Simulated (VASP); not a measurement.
Se:

```xyz
3
Lattice="4.3662 0.0000 0.0000 -2.1831 3.7812 0.0000 0.0000 0.0000 4.9536" Properties=species:S:1:pos:R:3 pbc="T T T"
Se    1.6910    2.9289    0.0000
Se   -0.4921    0.8523    3.3024
Se    0.9841    0.0000    1.6512
```

| Property | Result |
| --- | --- |
| Program | VASP 6.6.1 |
| Task | relaxation of cell and atoms |
| Functional | PBEsol |
| Dispersion | D4 |
| Potentials or basis | VASP PAW PBE potentials, release 64 (Se) |
| Cutoff | 600 eV |
| k mesh | 7 × 7 × 6 |
| Occupations | fermi-dirac, width 0.05 eV |
| Spin | no spin polarisation |

At the start: pressure -0.8 GPa; volume 27.26 Å³/atom.

Task: How do energy, volume and symmetry change on relaxing?

Result: Over 12 steps the energy falls by 55.5 meV/atom and the volume is 22.84 Å³/atom (-16.2 %); space group P3_121 (No. 152, to 0.05 Å).

The path:
| step | energy change (eV) | largest force (eV/Å) | pressure (GPa) | volume (Å³) |
| --- | --- | --- | --- | --- |
| 1 | 0.0000 | 0.3288 | -0.78 | 81.78 |
| 2 | -0.0290 | 0.2619 | -0.94 | 80.23 |
| 3 | -0.1030 | 0.1249 | -0.98 | 75.62 |
| 4 | -0.1560 | 0.0206 | 1.64 | 66.73 |
| 5 | -0.1603 | 0.0477 | 0.60 | 68.99 |
| 6 | -0.1608 | 0.0410 | 0.84 | 68.39 |
| 7 | -0.1419 | 0.2847 | -2.67 | 70.30 |
| 8 | -0.1645 | 0.0659 | -0.24 | 68.94 |
| 9 | -0.1666 | 0.0117 | -0.04 | 68.56 |
| 10 | -0.1666 | 0.0108 | -0.06 | 68.55 |
| 11 | -0.1665 | 0.0119 | 0.21 | 68.40 |
| 12 | -0.1666 | 0.0052 | 0.02 | 68.52 |

Final structure:
```xyz
3
Lattice="3.9219 0.0000 0.0000 -1.9610 3.3965 0.0000 0.0000 0.0000 5.1435" Properties=species:S:1:pos:R:3 pbc="T T T"
Se    1.4539    2.5181    0.0000
Se    3.4148    0.8784    3.4290
Se    1.0142    0.0000    1.7145
```

Caveat: the volume moved by over 15 % at a fixed basis, so the end points are rough; the PAW data sets were made with another functional, which shifts forces and pressure a little; the volume moved by -16 % from the deposited cell, more than functionals usually miss.
